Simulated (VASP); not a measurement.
# BAs (e600) (F-43m) in VASP: notebook

Runs on BAs (e600). Level: PBE. Tasks: single point, relaxation of cell and atoms.

All numbers are computed with VASP 6.6.1; they aren't measurements. Logs are shortened: lines on timing, memory, paths and dates and some standing lists are left out, and cuts for length are marked.

### Step 1. The cell of the first run

Symmetry: F-43m, No. 216, cubic system. Conventional cell: a = 4.626 Å, b = 4.626 Å, c = 4.626 Å, α = 90.00°, β = 90.00°, γ = 90.00°. Within 2.7 Å of B (site symmetry -43m) lie 4 As at 2.00 Å. Within 2.7 Å of As (site symmetry -43m) lie 4 B at 2.00 Å.

### Step 2. Single point, PBE

Contents of INCAR:

```
SYSTEM = BAs
ALGO     = Normal         ! electronic algorithm
EDIFF    = 1E-6           ! SCF threshold, eV
ENCUT    = 500            ! plane-wave cutoff, eV
GGA      = PE             ! functional
GGA_COMPAT= .FALSE.      
ISIF     = 2              ! what is computed and relaxed
ISMEAR   = 0              ! smearing method
LASPH    = .TRUE.         ! aspherical terms in the spheres
LCHARG   = .FALSE.        ! write CHGCAR
LREAL    = .FALSE.        ! projectors in reciprocal space
LWAVE    = .FALSE.        ! write WAVECAR
NBANDS   = 11             ! bands
NELM     = 120            ! most SCF steps
PREC     = Accurate       ! precision mode
SIGMA    = 0.02           ! smearing width, eV
```

Contents of KPOINTS:

```
k-points
0
G
  10 10 10
  0 0 0
```

Contents of POSCAR:

```
BAs
1.0
    0.0000000000      2.3131270700      2.3131270700
    2.3131270700      0.0000000000      2.3131270700
    2.3131270700      2.3131270700      0.0000000000
B As
1 1
Direct
    0.0000000000      0.0000000000      0.0000000000
    0.2500000000      0.2500000000      0.2500000000
```

Potentials or basis: VASP PAW PBE potentials, release 64 (B, As).

Run with:

```
$ cat potpaw_PBE.64/B/POTCAR potpaw_PBE.64/As/POTCAR > POTCAR
$ mpirun -np 1 vasp_std > vasp.out
```

OUTCAR:

```text
SYSTEM = BAs
   EDIFF = 1E-6
   ENCUT = 500
   GGA = PE
   ISIF = 2
   ISMEAR = 0
   LASPH = .TRUE.
   LREAL = .FALSE.
   NELM = 120
   PREC = Accurate

 ion  position               nearest neighbor table
   1  0.000  0.000  0.000-   2 2.00   2 2.00   2 2.00   2 2.00
   2  0.250  0.250  0.250-   1 2.00   1 2.00   1 2.00   1 2.00

  LATTYP: Found a face centered cubic cell.
 ALAT       =     4.6262541400

  Lattice vectors:

 A1 = (   0.0000000000,   2.3131270700,   2.3131270700)
 A2 = (   2.3131270700,   0.0000000000,   2.3131270700)
 A3 = (   2.3131270700,   2.3131270700,   0.0000000000)

Analysis of symmetry for initial positions (statically):
=====================================================================
 Subroutine PRICEL returns:
 Original cell was already a primitive cell.

 Routine SETGRP: Setting up the symmetry group for a
 face centered cubic supercell.

 Subroutine GETGRP returns: Found 24 space group operations
 (whereof 24 operations were pure point group operations)
 out of a pool of 48 trial point group operations.

The static configuration has the point symmetry T_d .

Analysis of symmetry for dynamics (positions and initial velocities):
=====================================================================
 Subroutine PRICEL returns:
 Original cell was already a primitive cell.

 Routine SETGRP: Setting up the symmetry group for a
 face centered cubic supercell.

 Subroutine GETGRP returns: Found 24 space group operations
 (whereof 24 operations were pure point group operations)
 out of a pool of 48 trial point group operations.

The dynamic configuration has the point symmetry T_d .

 Subroutine INISYM returns: Found 24 space group operations
 (whereof 24 operations are pure point group operations),
 and found     1 'primitive' translations

----------------------------------------------------------------------------------------

                                     Primitive cell

  volume of cell :      24.7530

  direct lattice vectors                    reciprocal lattice vectors
     0.000000000  2.313127070  2.313127070    -0.216157602  0.216157602  0.216157602
     2.313127070  0.000000000  2.313127070     0.216157602 -0.216157602  0.216157602
     2.313127070  2.313127070  0.000000000     0.216157602  0.216157602 -0.216157602

  length of vectors
     3.271255674  3.271255674  3.271255674     0.374395949  0.374395949  0.374395949

  position of ions in fractional coordinates (direct lattice)
     0.000000000  0.000000000  0.000000000
     0.250000000  0.250000000  0.250000000

  ion indices of the primitive-cell ions
   primitive index   ion index
                 1           1
                 2           2

----------------------------------------------------------------------------------------

 KPOINTS: k-points

Automatic generation of k-mesh.
 Grid dimensions read from file:
 generate k-points for:   10   10   10

 Generating k-lattice:

  Cartesian coordinates                     Fractional coordinates (reciprocal lattice)
    -0.021615760  0.021615760  0.021615760     0.100000000  0.000000000  0.000000000
     0.021615760 -0.021615760  0.021615760     0.000000000  0.100000000  0.000000000
     0.021615760  0.021615760 -0.021615760     0.000000000  0.000000000  0.100000000

  Length of vectors
     0.037439595  0.037439595  0.037439595

  Shift w.r.t. Gamma in fractional coordinates (k-lattice)
     0.000000000  0.000000000  0.000000000

 Subroutine IBZKPT returns following result:
 ===========================================

 Found     47 irreducible k-points:

 Following reciprocal coordinates:
            Coordinates               Weight
  0.000000  0.000000  0.000000      1.000000
  0.100000  0.000000  0.000000      8.000000
  0.200000  0.000000  0.000000      8.000000
  0.300000  0.000000  0.000000      8.000000
  0.400000  0.000000  0.000000      8.000000
  0.500000  0.000000  0.000000      4.000000
[... 16 lines left out ...]
  0.300000  0.300000  0.000000      6.000000
  0.400000  0.300000  0.000000     24.000000
 [... further k-points ...]
   k-points           NKPTS =     47   k-points in BZ     NKDIM =     47   number of bands    NBANDS=     11
   number of dos      NEDOS =    301   number of ions     NIONS =      2
   total plane-waves  NPLWV =  13824
   dimension x,y,z NGX =    24 NGY =   24 NGZ =   24
   dimension x,y,z NGXF=    48 NGYF=   48 NGZF=   48
   ions per type =               1   1
   NGX,Y,Z   is equivalent  to a cutoff of  12.20, 12.20, 12.20 a.u.
   NGXF,Y,Z  is equivalent  to a cutoff of  24.39, 24.39, 24.39 a.u.
 SYSTEM =  BAs
   PREC   = accura    normal or accurate (medium, high low for compatibility)
   ISTART =      0    job   : 0-new  1-cont  2-samecut
   ICHARG =      2    charge: 1-file 2-atom 10-const
   ISPIN  =      1    spin polarized calculation?
   LNONCOLLINEAR =      F non collinear calculations
   LSORBIT =      F    spin-orbit coupling
   LASPH  =      T    aspherical Exc in radial PAW
   ENCUT  =  500.0 eV  36.75 Ry    6.06 a.u.   5.96  5.96  5.96*2*pi/ulx,y,z
   NELM   =    120;   NELMIN=  2; NELMDL= -5     # of ELM steps
   EDIFF  = 0.1E-05   stopping-criterion for ELM
   LREAL  =      F    real-space projection
   EDIFFG = 0.1E-04   stopping-criterion for IOM
   NSW    =      0    number of steps for IOM
   IBRION =     -1    ionic relax: 0-MD 1-quasi-New 2-CG
   NFREE  =      0    steps in history (QN), initial steepest desc. (CG)
   ISIF   =      2    stress and relaxation
   ISYM   =      2    0-nonsym 1-usesym 2-fastsym
   POTIM  = 0.5000    time-step for ionic-motion
   TEBEG  =    0.0;   TEEND  =   0.0 temperature during run
   PSTRESS=    0.0 pullay stress
   NELECT =       8.0000    total number of electrons
   NUPDOWN=      -1.0000    fix difference up-down
   EMIN   =  10.00;   EMAX   =-10.00  energy-range for DOS
   EFERMI =   0.00;   METHOD = LEGACY
   ISMEAR =     0;   SIGMA  =   0.02  broadening in eV -4-tet -1-fermi 0-gaus
   EFERMI_NEDOS =   21; number of points for ismear=-14 and -15
   IALGO  =     38    algorithm
   IMIX   =      4    mixing-type and parameters
     AMIX     =   0.40;   BMIX     =  1.00
     AMIX_MAG =   1.60;   BMIX_MAG =  1.00
  volume/ion in A,a.u.               =      12.38        83.52
  Fermi-wavevector in a.u.,A,eV,Ry     =   1.123471  2.123053 17.173109  1.262188
  Thomas-Fermi vector in A             =   2.260138
   LORBIT       =      0    0 simple, 1 ext, 2 COOP (PROOUT), +10 PAW based schemes
   GGA     = PE    functional components
   LHFCALC =     F    Hartree Fock is set to
   AEXX    =    0.0000 exact exchange contribution
   IVDW    =     0    specifies the selected vdW correction
   LEPSILON=     F    determine dielectric tensor
   LRPA    =     F    only Hartree local field effects (RPA)
 non-spin polarized calculation
 Gauss-broadening in eV      SIGMA  =   0.02
  energy-cutoff  :      500.00
  volume of cell :       24.75
 maximum number of plane-waves:       637
   NGX = 11   NGY = 11   NGZ = 11

 number of electron       7.9999999 magnetization

 Free energy of the ion-electron system (eV)
  ---------------------------------------------------
  ext. energy  EPLUGINS =         0.00000000
  ---------------------------------------------------
  free energy    TOTEN  =       -11.22945757 eV

  energy without entropy =      -11.22945757  energy(sigma->0) =      -11.22945757

 E-fermi :   7.3940     XC(G=0): -11.0059

 val. band max:        7.2322557696   @ k =   0.0000   0.0000   0.0000
 cond. band min:       8.3036960737   @ k =   0.4000   0.4000   0.0000
 fundamental gap:      1.0714403041
 Fermi energy:         7.3940007447

 k-point     1 :       0.0000    0.0000    0.0000
  band No.  band energies     occupation
      1      -9.0857      2.00000
      2       7.2323      2.00000
      3       7.2323      2.00000
      4       7.2323      2.00000
      5      10.6377      0.00000
      6      10.6377      0.00000
      7      10.6377      0.00000
      8      13.1725      0.00000
      9      17.3161      0.00000
     10      20.5844      0.00000
     11      20.5844      0.00000

 k-point     2 :       0.1000    0.0000    0.0000
  band No.  band energies     occupation
      1      -8.9066      2.00000
      2       5.7686      2.00000
      3       6.8959      2.00000
      4       6.8959      2.00000
      5      10.9574      0.00000
      6      11.0775      0.00000
      7      11.0775      0.00000
      8      13.8547      0.00000
      9      18.0395      0.00000
     10      19.3889      0.00000
     11      19.3889      0.00000

 k-point     3 :       0.2000    0.0000    0.0000
  band No.  band energies     occupation
      1      -8.3767      2.00000
      2       3.2402      2.00000
      3       6.2650      2.00000
      4       6.2650      2.00000
      5      10.9147      0.00000
      6      11.8453      0.00000
      7      11.8453      0.00000
      8      15.2145      0.00000
      9      18.6220      0.00000
     10      18.6220      0.00000
     11      19.0424      0.00000

 k-point     4 :       0.3000    0.0000    0.0000
  band No.  band energies     occupation
      1      -7.5285      2.00000
      2       0.7601      2.00000
      3       5.7132      2.00000
      4       5.7132      2.00000
      5      10.7127      0.00000
      6      12.2194      0.00000
      7      12.2194      0.00000
      8      16.1708      0.00000
      9      19.1684      0.00000
     10      19.1684      0.00000
     11      19.2141      0.00000

 k-point     5 :       0.4000    0.0000    0.0000
  band No.  band energies     occupation
      1      -6.4881      2.00000
      2      -1.3080      2.00000
      3       5.3613      2.00000
      4       5.3613      2.00000
      5      10.5646      0.00000
      6      12.1829      0.00000
      7      12.1829      0.00000
      8      16.3196      0.00000
      9      20.0607      0.00000
     10      20.8935      0.00000
     11      20.8935      0.00000
[... 211 lines left out ...]
 k-point    21 :      -0.3000    0.2000    0.0000
  band No.  band energies     occupation
      1      -6.2627      2.00000
      2      -0.2683      2.00000
      3       2.1946      2.00000
      4       5.0852      2.00000
      5      10.9574      0.00000
      6      13.4677      0.00000
      7      13.8995      0.00000
      8      15.9327      0.00000
      9      18.1723      0.00000
     10      20.0145      0.00000
     11      23.4572      0.00000

 k-point    22 :      -0.2000    0.2000    0.0000
  band No.  band energies     occupation
      1      -7.2395      2.00000
      2       1.4916      2.00000
      3       2.7384      2.00000
      4       5.8194      2.00000
      5      11.5081      0.00000
      6      12.6116      0.00000
      7      13.6415      0.00000
      8      14.7491      0.00000
      9      17.2554      0.00000
     10      20.5085      0.00000
     11      22.4769      0.00000

 k-point    23 :       0.3000    0.3000    0.0000
  band No.  band energies     occupation
      1      -6.9854      2.00000
      2       1.8826      2.00000
      3       3.7069      2.00000
      4       3.7069      2.00000
      5       8.5598      0.00000
      6      10.9092      0.00000
      7      16.3141      0.00000
      8      16.3141      0.00000
      9      19.1400      0.00000
     10      22.8545      0.00000
     11      23.4987      0.00000

 k-point    24 :       0.4000    0.3000    0.0000
  band No.  band energies     occupation
      1      -6.1736      2.00000
      2       0.5067      2.00000
      3       2.8416      2.00000
      4       3.3838      2.00000
      5       8.8732      0.00000
      6      10.6401      0.00000
      7      16.7828      0.00000
      8      16.9458      0.00000
      9      20.1510      0.00000
     10      23.7518      0.00000
     11      24.3407      0.00000

 [... further k-points ...]
[... 5 lines left out ...]
  --------------------------------------------------------------------------------------
  -------------------------------------------------------------------------------------
  Total        3.1597335      3.1597335      3.1597335     -0.0000000      0.0000000     -0.0000000
  in kB      204.5184848    204.5184848    204.5184848     -0.0000000      0.0000000     -0.0000000
  external PRESSURE =     204.5184848 kB  Pullay stress =       0.0000000 kB

 VOLUME and BASIS-vectors are now :
 -----------------------------------------------------------------------------
  energy-cutoff  :      500.00
  volume of cell :       24.75
      direct lattice vectors                 reciprocal lattice vectors
     0.000000000  2.313127070  2.313127070    -0.216157602  0.216157602  0.216157602
     2.313127070  0.000000000  2.313127070     0.216157602 -0.216157602  0.216157602
     2.313127070  2.313127070  0.000000000     0.216157602  0.216157602 -0.216157602

 POSITION                                       TOTAL-FORCE (eV/Angst)
 -----------------------------------------------------------------------------------
      0.00000      0.00000      0.00000         0.000000      0.000000      0.000000
      1.15656      1.15656      1.15656        -0.000000     -0.000000     -0.000000
 -----------------------------------------------------------------------------------
    total drift:                                0.000000      0.000000      0.000000

  FREE ENERGIE OF THE ION-ELECTRON SYSTEM (eV)
  ---------------------------------------------------
  free  energy   TOTEN  =       -11.2294575684 eV

  energy  without entropy=      -11.2294575684  energy(sigma->0) =      -11.22945757
```

Run time: 6.3 s. Hardware: 1 thread of Intel Xeon 6975P-C, shared host; peak memory 0.14 GiB.

Results:

| Property | Result |
| --- | --- |
| Free energy | -11.2295 eV |
| Pressure | 20.5 GPa |
| Band gap on the k mesh | 1.07 eV, indirect (least direct gap 3.41 eV) |

Levels at points of the mesh, in eV from the valence-band top:
| k point | band 1 | band 2 | band 3 | band 4 | band 5 | band 6 | band 7 | band 8 |
| --- | --- | --- | --- | --- | --- | --- | --- | --- |
| (0.00, 0.00, 0.00) | -16.32 | 0.00 | 0.00 | 0.00 | 3.41 | 3.41 | 3.41 | 5.94 |
| (0.50, 0.00, 0.00) | -13.08 | -9.53 | -1.99 | -1.99 | 3.28 | 4.89 | 4.89 | 9.03 |
| (0.50, 0.50, 0.00) | -11.61 | -9.09 | -4.50 | -4.50 | 1.29 | 1.35 | 12.31 | 12.31 |

A k mesh can miss the band edges. Expect the measured gap to be larger: semilocal functionals such as PBE lack the derivative discontinuity.

### Step 3. Relaxation of cell and atoms, PBE, target pressure 19.4 GPa, at which the enthalpy is minimised

Contents of INCAR:

```
  PREC = Accurate
  ENCUT = 500
  EDIFF = 1E-7
  ISMEAR = 0
  SIGMA = 0.02
  LREAL = False
  LASPH = True
  NELM = 120
  ALGO = Normal
  ISIF = 3
  LWAVE = False
  LCHARG = False
  GGA = PE
  IBRION = 2
  NSW = 100
  EDIFFG = -0.002
  PSTRESS = 194.0
  GGA_COMPAT = False
  NELMIN = 4
```

Contents of KPOINTS:

```
regular mesh
0
Gamma
  10 10 10
```

POSCAR is that of step 2.

Potentials or basis: VASP PAW PBE potentials, release 64 (B, As).

Run with:

```
$ cat potpaw_PBE.64/B/POTCAR potpaw_PBE.64/As/POTCAR > POTCAR
$ mpirun -np 1 vasp_std > vasp.out
```

It took 11 s on 1 thread of Intel Xeon 6975P-C, shared host; peak memory 0.14 GiB.

It converged, with:

| Property | Result |
| --- | --- |
| Free energy | -11.2449 eV |
| Relaxed volume | 12.44 Å³/atom |
| Relaxed cell | a = 3.277 Å, b = 3.277 Å, c = 3.277 Å, α = 60.00°, β = 60.00°, γ = 60.00° |
| Space group after relaxing (to 0.05 Å) | F-43m (No. 216) |
| Energy change on relaxing (the enthalpy is what falls) | -7.7 meV/atom |
| Ionic steps | 3 |
| Pressure after relaxing | 19.4 GPa |
| Band gap on the k mesh | 1.08 eV, indirect (least direct gap 3.40 eV) |

Step by step:
```
step  energy change (eV)  largest force (eV/Å)  pressure (GPa)  volume (Å³)
   1              0.0000                0.0000           20.46        24.75
   2             -0.0353                0.0000           18.02        25.05
   3             -0.0155                0.0000           19.42        24.88
```

Final structure:
```
B As
1.0
     0.00000    2.31700    2.31700
     2.31700    0.00000    2.31700
     2.31700    2.31700    0.00000
B As
1 1
Direct
  0.00000 0.00000 0.00000
  0.25000 0.25000 0.25000
```

Levels at points of the mesh, in eV from the valence-band top:
```tsv
k point	band 1	band 2	band 3	band 4	band 5	band 6	band 7	band 8
(0.00, 0.00, 0.00)	-16.27	0.00	0.00	0.00	3.40	3.40	3.40	5.87
(0.50, 0.00, 0.00)	-13.05	-9.49	-1.98	-1.98	3.25	4.88	4.88	9.02
(0.50, 0.50, 0.00)	-11.59	-9.06	-4.48	-4.48	1.30	1.35	12.26	12.26
```

Caveat: the cell is relaxed towards a set pressure, so the enthalpy falls and the energy may rise. PBE usually gives volumes a little too large and moduli too small.

### Step 4. Relaxation of cell and atoms, PBE, target pressure 19.4 GPa, at which the enthalpy is minimised

This run uses another cell than the first one, of 13.63 Å³/atom, 1.101 times its volume.

INCAR is that of step 3.

KPOINTS is that of step 3.

Contents of POSCAR:

```
BAs
1.0
    0.0000000000      2.3885000000      2.3885000000
    2.3885000000      0.0000000000      2.3885000000
    2.3885000000      2.3885000000      0.0000000000
B As
1 1
Direct
    0.0000000000      0.0000000000      0.0000000000
    0.2500000000      0.2500000000      0.2500000000
```

Run with:

```
$ cat potpaw_PBE.64/B/POTCAR potpaw_PBE.64/As/POTCAR > POTCAR
$ mpirun -np 1 vasp_std > vasp.out
```

Wall time 36 s (1 thread of Intel Xeon 6975P-C, shared host); peak memory 0.17 GiB.

The run converged. Its results:

```
Free energy                                            : -11.2455 eV
Relaxed volume                                         : 12.44 Å³/atom
Relaxed cell                                           : a = 3.277 Å, b = 3.277 Å, c = 3.277 Å, α = 60.00°, β = 60.00°, γ = 60.00°
Space group after relaxing (to 0.05 Å)                 : F-43m (No. 216)
Energy change on relaxing (the enthalpy is what falls) : +80.3 meV/atom
Ionic steps                                            : 7
Pressure after relaxing                                : 19.4 GPa
Band gap on the k mesh                                 : 1.08 eV, indirect (least direct gap 3.40 eV)
```

The path:
```tsv
step	energy change (eV)	largest force (eV/Å)	pressure (GPa)	volume (Å³)
1	0.0000	0.0000	3.44	27.25
2	0.6941	0.0000	47.83	22.24
3	0.1537	0.0000	18.93	24.93
4	0.1597	0.0000	19.35	24.88
5	0.1653	0.0000	19.73	24.84
6	0.1555	0.0000	19.06	24.92
7	0.1606	0.0000	19.41	24.88
```

Final structure:
```xyz
2
Lattice="0.0000 2.3170 2.3170 2.3170 0.0000 2.3170 2.3170 2.3170 0.0000" Properties=species:S:1:pos:R:3 pbc="T T T"
B     0.0000    0.0000    0.0000
As    1.1585    1.1585    1.1585
```

Levels at points of the mesh, in eV from the valence-band top:
```
           k point  band 1  band 2  band 3  band 4  band 5  band 6  band 7  band 8
(0.00, 0.00, 0.00)  -16.27    0.00    0.00    0.00    3.40    3.40    3.40    5.87
(0.50, 0.00, 0.00)  -13.05   -9.49   -1.98   -1.98    3.25    4.88    4.88    9.02
(0.50, 0.50, 0.00)  -11.59   -9.06   -4.48   -4.48    1.30    1.35   12.26   12.26
```

Caveat: the cell is relaxed towards a set pressure, so the enthalpy falls and the energy may rise. A k mesh can miss the band edges.

### Step 5. Summary

| task | cell | gap on the mesh (eV) | pressure (GPa) |
| --- | --- | --- | --- |
| single point | a = 3.271 Å, angles 60.0°, 2 atoms | 1.07 | 20.5 |
| relaxation of cell and atoms | relaxed to 19.4 GPa from a = 3.271 Å, angles 60.0°, 2 atoms | 1.08 | 19.4 |
| relaxation of cell and atoms | relaxed to 19.4 GPa from a = 3.378 Å, angles 60.0°, 2 atoms | 1.08 | 19.4 |

Alike in all rows: level PBE; potentials or basis VASP PAW PBE potentials, release 64 (B, As); no spin polarisation; k mesh 10 × 10 × 10; cutoff (eV) 500; smearing gaussian 0.02 eV.

Caveats: the cell is relaxed towards a set pressure, so the enthalpy falls and the energy may rise (some runs).

Total energies depend on the potentials used, so only differences within one code and one set of settings carry meaning.
